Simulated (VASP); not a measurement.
# Ru (a cell with a defect) in VASP: single point with PBE

Aim: the single point of Ru (a cell with a defect) with PBE.

Program: VASP 6.6.1. These are calculated values, not measurements. Logs are shortened: lines on timing, memory, paths and dates and some standing lists are left out, and cuts for length are marked.

### 1 The cell of the first run

The cell holds a defect, 15 atoms: a = 5.483 Å, b = 5.483 Å, c = 8.709 Å, α = 90.00°, β = 90.00°, γ = 120.00°.

### 2 Single point, PBE

File INCAR:

```
  ALGO = Normal
  EDIFF = 1E-6
  ENCUT = 400
  GGA = PE
  GGA_COMPAT = F
  ISIF = 2
  ISMEAR = -1
  LASPH = T
  LCHARG = F
  LREAL = F
  LWAVE = F
  NBANDS = 118
  NELM = 120
  PREC = Accurate
  SIGMA = 0.5
```

File KPOINTS:

```
k-points
0
Gamma
  4 4 2
```

File POSCAR:

```
Ru
1.0
    5.4830553700      0.0000000600      0.0000000000
   -2.7415277300      4.7484652100      0.0000000000
    0.0000000000      0.0000000000      8.7086425000
Ru
15
Direct
    0.1658801688      0.3327287703      0.1240812216
    0.3290736006      0.1695469893      0.3766188588
    0.3290286365      0.1696598679      0.8715769421
    0.1680848400      0.8338907025      0.1241038428
    0.3290365752      0.6592757537      0.3767091140
    0.1688638505      0.8345029003      0.6240652318
    0.3289843765      0.6591921477      0.8714328324
    0.6647611115      0.3304930942      0.1240622749
    0.8394817340      0.1695648834      0.3767309314
    0.6639482255      0.3297427465      0.6240775184
    0.8393108897      0.1695179209      0.8714703813
    0.6646562529      0.8339058591      0.1241060246
    0.8325012058      0.6660644672      0.3754307287
    0.6644228674      0.8344308708      0.6240871640
    0.8325168724      0.6660914233      0.8727686319
```

Potentials or basis: VASP PAW PBE potentials, release 64 (Ru_pv).

Launch:

```bash
$ cat potpaw_PBE.64/Ru_pv/POTCAR > POTCAR
$ mpirun -np 1 vasp_std > vasp.out
```

OUTCAR:

```text
EDIFF = 1E-6
   ENCUT = 400
   GGA = PE
   ISIF = 2
   ISMEAR = -1
   LASPH = T
   LREAL = F
   NELM = 120
   PREC = Accurate

 ion  position               nearest neighbor table
   1  0.166  0.333  0.124-   3 2.69   2 2.69   9 2.69   7 2.69  11 2.69   5 2.69   4 2.74  12 2.74
                             8 2.74   8 2.74  12 2.74   4 2.74
   2  0.329  0.170  0.377-  10 2.68   6 2.68   9 2.68   5 2.69   1 2.69   4 2.72   8 2.72  13 2.74
                            13 2.74   5 2.80   9 2.80
   3  0.329  0.170  0.872-  10 2.68   6 2.68   7 2.68  11 2.68   1 2.69   8 2.72   4 2.72  15 2.74
                            15 2.74  11 2.80   7 2.80
   4  0.168  0.834  0.124-  13 2.71  15 2.71   2 2.72   5 2.72   3 2.72   7 2.72  12 2.72   8 2.72
                             1 2.74   1 2.74   8 2.76  12 2.76
   5  0.329  0.659  0.377-   6 2.68  14 2.68   9 2.68   2 2.69   1 2.69   4 2.72  12 2.72  13 2.74
                            13 2.74   2 2.80   9 2.80
   6  0.169  0.835  0.624-   2 2.68   5 2.68   7 2.68   3 2.68  13 2.69  15 2.69  10 2.72  14 2.72
                            14 2.77  10 2.77
   7  0.329  0.659  0.871-  14 2.68   6 2.68   3 2.68  11 2.68   1 2.69   4 2.72  12 2.72  15 2.74
                            15 2.74  11 2.80   3 2.80
   8  0.665  0.330  0.124-  15 2.71  13 2.71   3 2.72  11 2.72   2 2.72   9 2.72  12 2.72   4 2.72
                             1 2.74   1 2.74   4 2.76  12 2.76
   9  0.839  0.170  0.377-  14 2.68  10 2.68   2 2.68   5 2.68   1 2.69  12 2.72   8 2.72  13 2.74
                            13 2.74   5 2.80   2 2.80
  10  0.664  0.330  0.624-   2 2.68   3 2.68  11 2.68   9 2.68  13 2.69  15 2.69   6 2.72  14 2.72
                            14 2.77   6 2.77
  11  0.839  0.170  0.871-  14 2.68  10 2.68   3 2.68   7 2.68   1 2.69   8 2.72  12 2.72  15 2.74
                            15 2.74   7 2.80   3 2.80
  12  0.665  0.834  0.124-  13 2.71  15 2.71   5 2.72  11 2.72   9 2.72   7 2.72   8 2.72   4 2.72
                             1 2.74   1 2.74   4 2.76   8 2.76
  13  0.833  0.666  0.375-  10 2.69   6 2.69  14 2.69   4 2.71   8 2.71  12 2.71   5 2.74   2 2.74
                             9 2.74   9 2.74   2 2.74   5 2.74
  14  0.664  0.834  0.624-   9 2.68  11 2.68   7 2.68   5 2.68  13 2.69  15 2.69  10 2.72   6 2.72
                             6 2.77  10 2.77
  15  0.833  0.666  0.873-  10 2.69   6 2.69  14 2.69   8 2.71   4 2.71  12 2.71   7 2.74   3 2.74
                            11 2.74  11 2.74   3 2.74   7 2.74

  LATTYP: Found a hexagonal cell.
 ALAT       =     5.4830553700
 C/A-ratio  =     1.5882827935

  Lattice vectors:

 A1 = (   5.4830553700,   0.0000000600,   0.0000000000)
 A2 = (  -2.7415277300,   4.7484652100,   0.0000000000)
 A3 = (   0.0000000000,   0.0000000000,   8.7086425000)

Analysis of symmetry for initial positions (statically):
=====================================================================
 Subroutine PRICEL returns:
 Original cell was already a primitive cell.

 Routine SETGRP: Setting up the symmetry group for a
 hexagonal supercell.

 Subroutine GETGRP returns: Found  1 space group operations
 (whereof  1 operations were pure point group operations)
 out of a pool of 24 trial point group operations.

The static configuration has the point symmetry C_1 .

Analysis of symmetry for dynamics (positions and initial velocities):
=====================================================================
 Subroutine PRICEL returns:
 Original cell was already a primitive cell.

 Routine SETGRP: Setting up the symmetry group for a
 hexagonal supercell.

 Subroutine GETGRP returns: Found  1 space group operations
 (whereof  1 operations were pure point group operations)
 out of a pool of 24 trial point group operations.

The dynamic configuration has the point symmetry C_1 .

 Subroutine INISYM returns: Found  1 space group operations
[... 50 lines left out ...]
                15          15

----------------------------------------------------------------------------------------

 KPOINTS: k-points

Automatic generation of k-mesh.
 Grid dimensions read from file:
 generate k-points for:    4    4    2

 Generating k-lattice:

  Cartesian coordinates                     Fractional coordinates (reciprocal lattice)
     0.045595016  0.026324295  0.000000000     0.250000000  0.000000000  0.000000000
    -0.000000001  0.052648590  0.000000000     0.000000000  0.250000000  0.000000000
     0.000000000  0.000000000  0.057414230     0.000000000  0.000000000  0.500000000

  Length of vectors
     0.052648590  0.052648590  0.057414230

  Shift w.r.t. Gamma in fractional coordinates (k-lattice)
     0.000000000  0.000000000  0.000000000

 Subroutine IBZKPT returns following result:
 ===========================================

 Found     20 irreducible k-points:

 Following reciprocal coordinates:
            Coordinates               Weight
  0.000000  0.000000  0.000000      1.000000
  0.250000  0.000000  0.000000      2.000000
  0.000000  0.250000  0.000000      2.000000
 -0.250000  0.250000  0.000000      2.000000
  0.500000  0.000000  0.000000      1.000000
  0.000000  0.500000  0.000000      1.000000
[... 12 lines left out ...]
 -0.250000  0.500000  0.500000      2.000000
  0.500000  0.250000  0.500000      2.000000
   k-points           NKPTS =     20   k-points in BZ     NKDIM =     20   number of bands    NBANDS=    118
   number of dos      NEDOS =    301   number of ions     NIONS =     15
   total plane-waves  NPLWV =  77760
   dimension x,y,z NGX =    36 NGY =   36 NGZ =   60
   dimension x,y,z NGXF=    72 NGYF=   72 NGZF=  120
   ions per type =              15
   NGX,Y,Z   is equivalent  to a cutoff of  10.92, 10.92, 11.45 a.u.
   NGXF,Y,Z  is equivalent  to a cutoff of  21.83, 21.83, 22.91 a.u.
 SYSTEM =  unknown system
   PREC   = accura    normal or accurate (medium, high low for compatibility)
   ISTART =      0    job   : 0-new  1-cont  2-samecut
   ICHARG =      2    charge: 1-file 2-atom 10-const
   ISPIN  =      1    spin polarized calculation?
   LNONCOLLINEAR =      F non collinear calculations
   LSORBIT =      F    spin-orbit coupling
   LASPH  =      T    aspherical Exc in radial PAW
   ENCUT  =  400.0 eV  29.40 Ry    5.42 a.u.   8.94  8.94 14.20*2*pi/ulx,y,z
   NELM   =    120;   NELMIN=  2; NELMDL= -5     # of ELM steps
   EDIFF  = 0.1E-05   stopping-criterion for ELM
   LREAL  =      F    real-space projection
   EDIFFG = 0.1E-04   stopping-criterion for IOM
   NSW    =      0    number of steps for IOM
   IBRION =     -1    ionic relax: 0-MD 1-quasi-New 2-CG
   NFREE  =      0    steps in history (QN), initial steepest desc. (CG)
   ISIF   =      2    stress and relaxation
   ISYM   =      2    0-nonsym 1-usesym 2-fastsym
   POTIM  = 0.5000    time-step for ionic-motion
   TEBEG  =    0.0;   TEEND  =   0.0 temperature during run
   PSTRESS=    0.0 pullay stress
   NELECT =     210.0000    total number of electrons
   NUPDOWN=      -1.0000    fix difference up-down
   EMIN   =  10.00;   EMAX   =-10.00  energy-range for DOS
   EFERMI =   0.00;   METHOD = LEGACY
   ISMEAR =    -1;   SIGMA  =   0.50  broadening in eV -4-tet -1-fermi 0-gaus
   EFERMI_NEDOS =   21; number of points for ismear=-14 and -15
   IALGO  =     38    algorithm
   IMIX   =      4    mixing-type and parameters
     AMIX     =   0.40;   BMIX     =  1.00
     AMIX_MAG =   1.60;   BMIX_MAG =  1.00
  volume/ion in A,a.u.               =      15.12       102.01
  Fermi-wavevector in a.u.,A,eV,Ry     =   1.595778  3.015583 34.647337  2.546507
  Thomas-Fermi vector in A             =   2.693644
   LORBIT       =      0    0 simple, 1 ext, 2 COOP (PROOUT), +10 PAW based schemes
   GGA     = PE    functional components
   LHFCALC =     F    Hartree Fock is set to
   AEXX    =    0.0000 exact exchange contribution
   IVDW    =     0    specifies the selected vdW correction
   LEPSILON=     F    determine dielectric tensor
   LRPA    =     F    only Hartree local field effects (RPA)
 non-spin polarized calculation
  energy-cutoff  :      400.00
  volume of cell :      226.74
 maximum number of plane-waves:      4145
   NGX = 17   NGY = 17   NGZ = 29

 number of electron     209.9999971 magnetization

 Free energy of the ion-electron system (eV)
  ---------------------------------------------------
  ext. energy  EPLUGINS =         0.00000000
  ---------------------------------------------------
  free energy    TOTEN  =      -142.09772503 eV

  energy without entropy =     -128.40512972  energy(sigma->0) =     -135.25142737

 E-fermi :  11.0685     XC(G=0): -13.3714

 val. band max:       11.0542837252   @ k =  -0.2500   0.2500   0.5000
 cond. band min:      11.0699569836   @ k =   0.2500   0.2500   0.0000
 fundamental gap:      0.0156732584
 Fermi energy:        11.0685369616

 k-point     1 :       0.0000    0.0000    0.0000
  band No.  band energies     occupation
      1     -32.3405      2.00000
      2     -32.2899      2.00000
      3     -32.2750      2.00000
      4     -32.2750      2.00000
      5     -32.2602      2.00000
      6     -32.2592      2.00000
[... 2389 lines left out ...]
    116      11.8756      0.33201
    117      11.9801      0.27810
 [bands above 117 left out]

------------------------ aborting loop because EDIFF is reached ----------------------------------------

  FORCE on cell =-STRESS in cart. coord.  units (eV):
  Direction    XX          YY          ZZ          XY          YZ          ZX
  --------------------------------------------------------------------------------------
  -------------------------------------------------------------------------------------
  Total       -8.0176933     -7.9717989    -11.3945869      0.0231884      0.0072402     -0.0080919
  in kB      -56.6544024    -56.3301048    -80.5161146      0.1638530      0.0511605     -0.0571787
  external PRESSURE =     -64.5002073 kB  Pullay stress =       0.0000000 kB

 VOLUME and BASIS-vectors are now :
 -----------------------------------------------------------------------------
  energy-cutoff  :      400.00
  volume of cell :      226.74
      direct lattice vectors                 reciprocal lattice vectors
     5.483055370  0.000000060  0.000000000     0.182380065  0.105297182  0.000000000
    -2.741527730  4.748465210  0.000000000    -0.000000002  0.210594360  0.000000000
     0.000000000  0.000000000  8.708642500     0.000000000  0.000000000  0.114828459

 POSITION                                       TOTAL-FORCE (eV/Angst)
 -----------------------------------------------------------------------------------
     -0.00266      1.57995      1.08058        -0.004086      0.002243      0.001260
      1.33951      0.80509      3.27984         0.007346     -0.004275      0.001611
      1.33895      0.80562      7.59025         0.009146     -0.009533     -0.005746
     -1.36452      3.95970      1.08078        -0.015509     -0.013677     -0.001878
     -0.00330      3.13055      3.28063         0.003193      0.008039      0.001287
     -1.36192      3.96261      5.43476        -0.008730     -0.008041      0.002326
     -0.00335      3.13015      7.58900         0.000874      0.010914     -0.000952
      2.73887      1.56933      1.08041        -0.000986      0.024153      0.003293
      4.13806      0.80517      3.28082        -0.010533     -0.001990      0.002810
      2.73647      1.56577      5.43487         0.004360      0.014233      0.001016
      4.13725      0.80495      7.58932        -0.005687     -0.000710     -0.003516
      1.35817      3.95977      1.08080         0.021545     -0.013838     -0.000504
      2.73862      3.16278      3.26949        -0.004524      0.001712      0.009520
      1.35545      3.96227      5.43495         0.008503     -0.011740      0.000380
      2.73863      3.16291      7.60063        -0.004913      0.002510     -0.010908
 -----------------------------------------------------------------------------------
    total drift:                               -0.000455     -0.000621      0.001611

  FREE ENERGIE OF THE ION-ELECTRON SYSTEM (eV)
  ---------------------------------------------------
  free  energy   TOTEN  =      -142.0977250307 eV

  energy  without entropy=     -128.4051297174  energy(sigma->0) =     -135.25142737
```

Run time: 24 min. Hardware: 1 thread of AMD EPYC 7R43 (Zen 3), shared host; peak memory 0.39 GiB.

Results:

```yaml
Free_energy: -142.0977 eV
Pressure: -6.5 GPa
Largest_force: 0.026 eV/Å
Band_gap_on_the_k_mesh: zero (bands 105 and 106 overlap by 1.10 eV)
```

Forces on the atoms (eV/Å):
```
Ru  -0.004  0.002  0.001
Ru   0.007 -0.004  0.002
Ru   0.009 -0.010 -0.006
Ru  -0.016 -0.014 -0.002
Ru   0.003  0.008  0.001
Ru  -0.009 -0.008  0.002
Ru   0.001  0.011 -0.001
Ru  -0.001  0.024  0.003
Ru  -0.011 -0.002  0.003
Ru   0.004  0.014  0.001
Ru  -0.006 -0.001 -0.004
Ru   0.022 -0.014 -0.001
Ru  -0.005  0.002  0.010
Ru   0.009 -0.012  0.000
Ru  -0.005  0.003 -0.011
```

Caveat: the k points lie up to 0.36 Å⁻¹ apart, too coarse for converged energies and pressures of a metal; so wide a smearing shifts energies and pressures.
